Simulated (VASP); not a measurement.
# BaPbO3 (P4mm) in VASP: further runs

BaPbO3 is run at these levels: LDA; tasks: single point.

Everything below comes from runs of VASP 6.6.1. Logs are shortened: lines on timing, memory, paths and dates and some standing lists are left out, and cuts for length are marked.

## Step 1: The cell of the first run

Symmetry: P4mm, No. 99, tetragonal system. The conventional cell has a = 4.362 Å, b = 4.362 Å, c = 4.362 Å, α = 90.00°, β = 90.00°, γ = 90.00°. Ba (site symmetry 4mm) has 12 O at 2.99 to 3.18 Å and 8 Pb at 3.70 to 3.85 Å within 3.9 Å. Pb (site symmetry 4mm) has 6 O at 2.18 Å within 2.9 Å. O (site symmetry 2mm) has 2 Pb at 2.18 Å within 2.9 Å. Within 2.9 Å of O (site symmetry 4mm) lie 2 Pb at 2.18 Å.

## Step 2: Single point, LDA

File INCAR:

```
SYSTEM = BaPbO3
  ALGO = Normal
  EDIFF = 1E-6
  ENCUT = 520
  GGA = CA
  ISIF = 2
  ISMEAR = 0
  LASPH = .True.
  LCHARG = .False.
  LREAL = .False.
  LWAVE = .False.
  NBANDS = 29
  NELM = 100
  PREC = Accurate
  SIGMA = 0.01
```

File KPOINTS:

```
Automatic mesh
0
Gamma
  3 3 3
  0.5 0.5 0.5
```

File POSCAR:

```
BaPbO3
1.0
    4.3622200000      0.0000000000      0.0000000000
    0.0000000000      4.3622200000      0.0000000000
    0.0000000000      0.0000000000      4.3622200000
Ba Pb O
1 1 3
Direct
    0.5000000000      0.5000000000      0.5300000000
    0.0000000000      0.0000000000      0.0000000000
    0.0000000000      0.5000000000      0.0000000000
    0.0000000000      0.0000000000      0.5000000000
    0.5000000000      0.0000000000      0.0000000000
```

Potentials or basis: VASP PAW LDA potentials, release 64 (Ba_sv, Pb_d, O).

Command:

```bash
$ cat potpaw_LDA.64/Ba_sv/POTCAR potpaw_LDA.64/Pb_d/POTCAR potpaw_LDA.64/O/POTCAR > POTCAR
$ mpirun -np 1 vasp_std > vasp.out
```

OUTCAR:

```text
SYSTEM = BaPbO3
   EDIFF = 1E-6
   ENCUT = 520
   GGA = CA
   ISIF = 2
   ISMEAR = 0
   LASPH = .True.
   LREAL = .False.
   NELM = 100
   PREC = Accurate

 ion  position               nearest neighbor table
   1  0.500  0.500  0.530-   3 2.99   5 2.99   5 2.99   3 2.99   4 3.09   4 3.09   4 3.09   4 3.09
                             3 3.18   5 3.18   3 3.18   5 3.18   2 3.70   2 3.70   2 3.70   2 3.70
   2  0.000  0.000  0.000-   3 2.18   4 2.18   5 2.18   4 2.18   3 2.18   5 2.18   1 3.70   1 3.70
                             1 3.70   1 3.70   1 3.85   1 3.85   1 3.85   1 3.85
   3  0.000  0.500  0.000-   2 2.18   2 2.18   1 2.99   1 2.99   1 3.18   1 3.18
   4  0.000  0.000  0.500-   2 2.18   2 2.18   1 3.09   1 3.09   1 3.09   1 3.09
   5  0.500  0.000  0.000-   2 2.18   2 2.18   1 2.99   1 2.99   1 3.18   1 3.18

  LATTYP: Found a simple cubic cell.
 ALAT       =     4.3622200000

  Lattice vectors:

 A1 = (   4.3622200000,   0.0000000000,   0.0000000000)
 A2 = (   0.0000000000,   4.3622200000,   0.0000000000)
 A3 = (   0.0000000000,   0.0000000000,   4.3622200000)

Analysis of symmetry for initial positions (statically):
=====================================================================
 Subroutine PRICEL returns:
 Original cell was already a primitive cell.

 Routine SETGRP: Setting up the symmetry group for a
 simple cubic supercell.

 Subroutine GETGRP returns: Found  8 space group operations
 (whereof  8 operations were pure point group operations)
 out of a pool of 48 trial point group operations.

The static configuration has the point symmetry C_4v.

Analysis of symmetry for dynamics (positions and initial velocities):
=====================================================================
 Subroutine PRICEL returns:
 Original cell was already a primitive cell.

 Routine SETGRP: Setting up the symmetry group for a
 simple cubic supercell.

 Subroutine GETGRP returns: Found  8 space group operations
 (whereof  8 operations were pure point group operations)
 out of a pool of 48 trial point group operations.

The dynamic configuration has the point symmetry C_4v.

 Subroutine INISYM returns: Found  8 space group operations
 (whereof  8 operations are pure point group operations),
 and found     1 'primitive' translations

----------------------------------------------------------------------------------------

                                     Primitive cell

  volume of cell :      83.0085

  direct lattice vectors                    reciprocal lattice vectors
     4.362220000  0.000000000  0.000000000     0.229241074  0.000000000  0.000000000
     0.000000000  4.362220000  0.000000000     0.000000000  0.229241074  0.000000000
     0.000000000  0.000000000  4.362220000     0.000000000  0.000000000  0.229241074

  length of vectors
     4.362220000  4.362220000  4.362220000     0.229241074  0.229241074  0.229241074

  position of ions in fractional coordinates (direct lattice)
     0.500000000  0.500000000  0.530000000
     0.000000000  0.000000000  0.000000000
     0.000000000  0.500000000  0.000000000
     0.000000000  0.000000000  0.500000000
     0.500000000  0.000000000  0.000000000

  ion indices of the primitive-cell ions
   primitive index   ion index
                 1           1
                 2           2
                 3           3
                 4           4
                 5           5

----------------------------------------------------------------------------------------

 KPOINTS: Automatic mesh

Automatic generation of k-mesh.
 Grid dimensions read from file:
 generate k-points for:    3    3    3

 Generating k-lattice:

  Cartesian coordinates                     Fractional coordinates (reciprocal lattice)
     0.076413691  0.000000000  0.000000000     0.333333333  0.000000000  0.000000000
     0.000000000  0.076413691  0.000000000     0.000000000  0.333333333  0.000000000
     0.000000000  0.000000000  0.076413691     0.000000000  0.000000000  0.333333333

  Length of vectors
     0.076413691  0.076413691  0.076413691

  Shift w.r.t. Gamma in fractional coordinates (k-lattice)
     0.500000000  0.500000000  0.500000000

 Subroutine IBZKPT returns following result:
 ===========================================

 Found      6 irreducible k-points:

 Following reciprocal coordinates:
            Coordinates               Weight
  0.166667  0.166667  0.166667      8.000000
  0.500000  0.166667  0.166667      8.000000
  0.166667  0.166667  0.500000      4.000000
  0.500000  0.500000  0.166667      2.000000
  0.166667  0.500000  0.500000      4.000000
  0.500000  0.500000  0.500000      1.000000
   k-points           NKPTS =      6   k-points in BZ     NKDIM =      6   number of bands    NBANDS=     29
   number of dos      NEDOS =    301   number of ions     NIONS =      5
   total plane-waves  NPLWV =  32768
   dimension x,y,z NGX =    32 NGY =   32 NGZ =   32
   dimension x,y,z NGXF=    64 NGYF=   64 NGZF=   64
   ions per type =               1   1   3
   NGX,Y,Z   is equivalent  to a cutoff of  12.20, 12.20, 12.20 a.u.
   NGXF,Y,Z  is equivalent  to a cutoff of  24.39, 24.39, 24.39 a.u.
 SYSTEM =  BaPbO3
   PREC   = accura    normal or accurate (medium, high low for compatibility)
   ISTART =      0    job   : 0-new  1-cont  2-samecut
   ICHARG =      2    charge: 1-file 2-atom 10-const
   ISPIN  =      1    spin polarized calculation?
   LNONCOLLINEAR =      F non collinear calculations
   LSORBIT =      F    spin-orbit coupling
   LASPH  =      T    aspherical Exc in radial PAW
   ENCUT  =  520.0 eV  38.22 Ry    6.18 a.u.   8.11  8.11  8.11*2*pi/ulx,y,z
   NELM   =    100;   NELMIN=  2; NELMDL= -5     # of ELM steps
   EDIFF  = 0.1E-05   stopping-criterion for ELM
   LREAL  =      F    real-space projection
   EDIFFG = 0.1E-04   stopping-criterion for IOM
   NSW    =      0    number of steps for IOM
   IBRION =     -1    ionic relax: 0-MD 1-quasi-New 2-CG
   NFREE  =      0    steps in history (QN), initial steepest desc. (CG)
   ISIF   =      2    stress and relaxation
   ISYM   =      2    0-nonsym 1-usesym 2-fastsym
   POTIM  = 0.5000    time-step for ionic-motion
   TEBEG  =    0.0;   TEEND  =   0.0 temperature during run
   PSTRESS=    0.0 pullay stress
   NELECT =      42.0000    total number of electrons
   NUPDOWN=      -1.0000    fix difference up-down
   EMIN   =  10.00;   EMAX   =-10.00  energy-range for DOS
   EFERMI =   0.00;   METHOD = LEGACY
   ISMEAR =     0;   SIGMA  =   0.01  broadening in eV -4-tet -1-fermi 0-gaus
   EFERMI_NEDOS =   21; number of points for ismear=-14 and -15
   IALGO  =     38    algorithm
   IMIX   =      4    mixing-type and parameters
     AMIX     =   0.40;   BMIX     =  1.00
     AMIX_MAG =   1.60;   BMIX_MAG =  1.00
  volume/ion in A,a.u.               =      16.60       112.03
  Fermi-wavevector in a.u.,A,eV,Ry     =   1.304519  2.465183 23.153979  1.701769
  Thomas-Fermi vector in A             =   2.435449
   LORBIT       =      0    0 simple, 1 ext, 2 COOP (PROOUT), +10 PAW based schemes
   GGA     = CA    functional components
   LHFCALC =     F    Hartree Fock is set to
   AEXX    =    0.0000 exact exchange contribution
   IVDW    =     0    specifies the selected vdW correction
   LEPSILON=     F    determine dielectric tensor
   LRPA    =     F    only Hartree local field effects (RPA)
 non-spin polarized calculation
 Gauss-broadening in eV      SIGMA  =   0.01
  energy-cutoff  :      520.00
  volume of cell :       83.01
 maximum number of plane-waves:      2272
 NGX is ok and might be reduce to    32
   NGX = 17   NGY = 17   NGZ = 17

 number of electron      41.9999975 magnetization

 Free energy of the ion-electron system (eV)
  ---------------------------------------------------
  ext. energy  EPLUGINS =         0.00000000
  ---------------------------------------------------
  free energy    TOTEN  =       -32.24559852 eV

  energy without entropy =      -32.24559852  energy(sigma->0) =      -32.24559852

 E-fermi :   2.8753     XC(G=0): -10.8144

 val. band max:        2.8096542155   @ k =   0.5000   0.5000   0.5000
 cond. band min:       3.6500134493   @ k =   0.1667   0.1667   0.1667
 fundamental gap:      0.8403592339
 Fermi energy:         2.8753153703

 k-point     1 :       0.1667    0.1667    0.1667
  band No.  band energies     occupation
      1     -22.5008      2.00000
      2     -14.3099      2.00000
      3     -14.3030      2.00000
      4     -13.9501      2.00000
      5     -12.3235      2.00000
      6     -12.3216      2.00000
[... 21 lines left out ...]
     28      10.4606      0.00000
     29      13.4300      0.00000

 k-point     2 :       0.5000    0.1667    0.1667
  band No.  band energies     occupation
      1     -22.4788      2.00000
      2     -14.2944      2.00000
      3     -14.1750      2.00000
      4     -13.0182      2.00000
      5     -12.3523      2.00000
      6     -12.3428      2.00000
[... 21 lines left out ...]
     28      11.4490      0.00000
     29      12.0650      0.00000

 k-point     3 :       0.1667    0.1667    0.5000
  band No.  band energies     occupation
      1     -22.4791      2.00000
      2     -14.2992      2.00000
      3     -14.1811      2.00000
      4     -12.9985      2.00000
      5     -12.3511      2.00000
      6     -12.3419      2.00000
[... 21 lines left out ...]
     28      11.4352      0.00000
     29      12.0747      0.00000

 k-point     4 :       0.5000    0.5000    0.1667
  band No.  band energies     occupation
      1     -22.4602      2.00000
      2     -14.2126      2.00000
      3     -13.0549      2.00000
      4     -13.0549      2.00000
      5     -12.7031      2.00000
      6     -12.3704      2.00000
[... 21 lines left out ...]
     28      11.6905      0.00000
     29      11.7176      0.00000

 k-point     5 :       0.1667    0.5000    0.5000
  band No.  band energies     occupation
      1     -22.4605      2.00000
      2     -14.2269      2.00000
      3     -13.0514      2.00000
      4     -13.0317      2.00000
      5     -12.7016      2.00000
      6     -12.3678      2.00000
[... 21 lines left out ...]
     28      11.6449      0.00000
     29      11.8338      0.00000

 k-point     6 :       0.5000    0.5000    0.5000
  band No.  band energies     occupation
      1     -22.4439      2.00000
      2     -12.9950      2.00000
      3     -12.9950      2.00000
      4     -12.9713      2.00000
      5     -12.7025      2.00000
      6     -12.7004      2.00000
[... 21 lines left out ...]
     28      12.1981      0.00000
     29      12.5282      0.00000

------------------------ aborting loop because EDIFF is reached ----------------------------------------

  FORCE on cell =-STRESS in cart. coord.  units (eV):
  Direction    XX          YY          ZZ          XY          YZ          ZX
  --------------------------------------------------------------------------------------
  -------------------------------------------------------------------------------------
  Total       -4.3357352     -4.3357352     -4.3515839      0.0000000      0.0000000     -0.0000000
  in kB      -83.6855812    -83.6855812    -83.9914831      0.0000000      0.0000000     -0.0000000
  external PRESSURE =     -83.7875485 kB  Pullay stress =       0.0000000 kB

 VOLUME and BASIS-vectors are now :
 -----------------------------------------------------------------------------
  energy-cutoff  :      520.00
  volume of cell :       83.01
      direct lattice vectors                 reciprocal lattice vectors
     4.362220000  0.000000000  0.000000000     0.229241074  0.000000000  0.000000000
     0.000000000  4.362220000  0.000000000     0.000000000  0.229241074  0.000000000
     0.000000000  0.000000000  4.362220000     0.000000000  0.000000000  0.229241074

 POSITION                                       TOTAL-FORCE (eV/Angst)
 -----------------------------------------------------------------------------------
      2.18111      2.18111      2.31198        -0.000000      0.000000     -0.190671
      0.00000      0.00000      0.00000        -0.000000     -0.000000      0.303716
      0.00000      2.18111      0.00000        -0.000000     -0.000000     -0.101234
      0.00000      0.00000      2.18111        -0.000000     -0.000000      0.089422
      2.18111      0.00000      0.00000         0.000000     -0.000000     -0.101234
 -----------------------------------------------------------------------------------
    total drift:                                0.000000      0.000000      0.000253

  FREE ENERGIE OF THE ION-ELECTRON SYSTEM (eV)
  ---------------------------------------------------
  free  energy   TOTEN  =       -32.2455985225 eV

  energy  without entropy=      -32.2455985225  energy(sigma->0) =      -32.24559852
```

Wall time 14 s (1 thread of Intel Xeon Platinum 8488C (Sapphire Rapids), shared host); peak memory 0.16 GiB.

Results:

```
Free energy            : -32.2456 eV
Pressure               : -8.4 GPa
Largest force          : 0.304 eV/Å
Band gap on the k mesh : 0.84 eV, indirect (least direct gap 1.36 eV)
```

Forces in eV/Å, atoms in the order of the input:
```
Ba   0.000  0.000 -0.191
Pb   0.000  0.000  0.304
O    0.000  0.000 -0.101
O    0.000  0.000  0.089
O    0.000  0.000 -0.101
```

Caveat: spin-orbit coupling is left out, which moves the levels of the heavy elements. A hybrid or GW would open this gap; LDA tends to underestimate it.

## Step 3: Single point, LDA

File INCAR:

```
PREC = Accurate
ENCUT = 520
EDIFF = 1E-6
ISMEAR = 0
SIGMA = 0.01
LREAL = False
LASPH = True
NELM = 80
ALGO = Normal
ISIF = 2
LWAVE = False
LCHARG = True
LELF = True
LVHAR = True
NBANDS = 29
```

KPOINTS is that of step 2.

POSCAR: that of step 2 with these lines changed.

```diff
@@ -8,3 +8,3 @@
 Direct
-    0.5000000000      0.5000000000      0.5300000000
+    0.5000000000      0.5000000000      0.5400000000
     0.0000000000      0.0000000000      0.0000000000
```

Potentials or basis: VASP PAW LDA potentials, release 64 (Ba_sv, Pb_d, O).

Command:

```bash
$ cat potpaw_LDA.64/Ba_sv/POTCAR potpaw_LDA.64/Pb_d/POTCAR potpaw_LDA.64/O/POTCAR > POTCAR
$ mpirun -np 1 vasp_std > vasp.out
```

OUTCAR:

```text
PREC = Accurate
   ENCUT = 520
   EDIFF = 1E-6
   ISMEAR = 0
   LREAL = False
   LASPH = True
   NELM = 80
   ISIF = 2

 ion  position               nearest neighbor table
   1  0.500  0.500  0.540-   3 2.96   5 2.96   5 2.96   3 2.96   4 3.09   4 3.09   4 3.09   4 3.09
                             3 3.21   5 3.21   3 3.21   5 3.21   2 3.68   2 3.68   2 3.68   2 3.68
   2  0.000  0.000  0.000-   3 2.18   4 2.18   5 2.18   4 2.18   3 2.18   5 2.18   1 3.68   1 3.68
                             1 3.68   1 3.68   1 3.88   1 3.88   1 3.88   1 3.88
   3  0.000  0.500  0.000-   2 2.18   2 2.18   1 2.96   1 2.96   1 3.21   1 3.21
   4  0.000  0.000  0.500-   2 2.18   2 2.18   1 3.09   1 3.09   1 3.09   1 3.09
[... 377 lines left out ...]
  -------------------------------------------------------------------------------------
  Total       -4.2484143     -4.2484143     -4.2790450      0.0000000      0.0000000     -0.0000000
  in kB      -82.0001699    -82.0001699    -82.5913834      0.0000000      0.0000000     -0.0000000
  external PRESSURE =     -82.1972411 kB  Pullay stress =       0.0000000 kB

 VOLUME and BASIS-vectors are now :
 -----------------------------------------------------------------------------
  energy-cutoff  :      520.00
  volume of cell :       83.01
      direct lattice vectors                 reciprocal lattice vectors
     4.362220000  0.000000000  0.000000000     0.229241074  0.000000000  0.000000000
     0.000000000  4.362220000  0.000000000     0.000000000  0.229241074  0.000000000
     0.000000000  0.000000000  4.362220000     0.000000000  0.000000000  0.229241074

 POSITION                                       TOTAL-FORCE (eV/Angst)
 -----------------------------------------------------------------------------------
      2.18111      2.18111      2.35560         0.000000      0.000000     -0.262150
      0.00000      0.00000      0.00000         0.000000     -0.000000      0.403577
      0.00000      2.18111      0.00000         0.000000     -0.000000     -0.130170
      0.00000      0.00000      2.18111         0.000000     -0.000000      0.118912
      2.18111      0.00000      0.00000         0.000000     -0.000000     -0.130170
 -----------------------------------------------------------------------------------
    total drift:                                0.000000     -0.000000     -0.000143

  FREE ENERGIE OF THE ION-ELECTRON SYSTEM (eV)
  ---------------------------------------------------
  free  energy   TOTEN  =       -32.2357416847 eV

  energy  without entropy=      -32.2357416847  energy(sigma->0) =      -32.23574168
```

OSZICAR:

```text
N       E                     dE             d eps       ncg     rms          rms(c)
DAV:   1     0.436211114409E+03    0.43621E+03   -0.20343E+04   348   0.153E+03
DAV:   2     0.893104383400E+01   -0.42728E+03   -0.40421E+03   397   0.405E+02
DAV:   3    -0.347143063315E+02   -0.43645E+02   -0.43014E+02   428   0.142E+02
DAV:   4    -0.367545801376E+02   -0.20403E+01   -0.20315E+01   552   0.274E+01
DAV:   5    -0.367834480182E+02   -0.28868E-01   -0.28853E-01   451   0.275E+00    0.123E+01
DAV:   6    -0.324791295301E+02    0.43043E+01   -0.20819E+01   521   0.435E+01    0.548E+00
DAV:   7    -0.323210110664E+02    0.15812E+00   -0.14240E+00   436   0.836E+00    0.266E+00
DAV:   8    -0.322466670987E+02    0.74344E-01   -0.33813E-01   424   0.382E+00    0.730E-01
DAV:   9    -0.322353552779E+02    0.11312E-01   -0.41427E-02   508   0.171E+00    0.197E-01
DAV:  10    -0.322357273769E+02   -0.37210E-03   -0.41011E-03   427   0.457E-01    0.516E-02
DAV:  11    -0.322357388572E+02   -0.11480E-04   -0.20817E-04   524   0.876E-02    0.165E-02
DAV:  12    -0.322357426741E+02   -0.38169E-05   -0.18417E-05   518   0.365E-02    0.115E-02
DAV:  13    -0.322357416847E+02    0.98947E-06   -0.49636E-06   361   0.146E-02
   1 F= -.32235742E+02 E0= -.32235742E+02  d E =-.687856E-26
```

Run time: 12 s. Hardware: 1 thread of Intel Xeon Platinum 8488C (Sapphire Rapids), shared host; peak memory 0.16 GiB.

What came out:

```yaml
Free_energy: -32.2357 eV
Pressure: -8.2 GPa
Largest_force: 0.404 eV/Å
Band_gap_on_the_k_mesh: 0.84 eV, indirect (least direct gap 1.36 eV)
```

Forces in eV/Å, atoms in the order of the input:
```
Ba   0.000  0.000 -0.262
Pb   0.000  0.000  0.404
O    0.000  0.000 -0.130
O    0.000  0.000  0.119
O    0.000  0.000 -0.130
```

Levels at points of the mesh, in eV from the valence-band top:
```csv
k point,band 17,band 18,band 19,band 20,band 21,band 22,band 23,band 24,band 25,band 26
"(0.50, 0.50, 0.50)",-0.18,-0.16,-0.03,0.00,0.00,4.55,4.59,4.59,6.04,8.60
```

Caveat: spin-orbit coupling is left out, which moves the levels of the heavy elements.
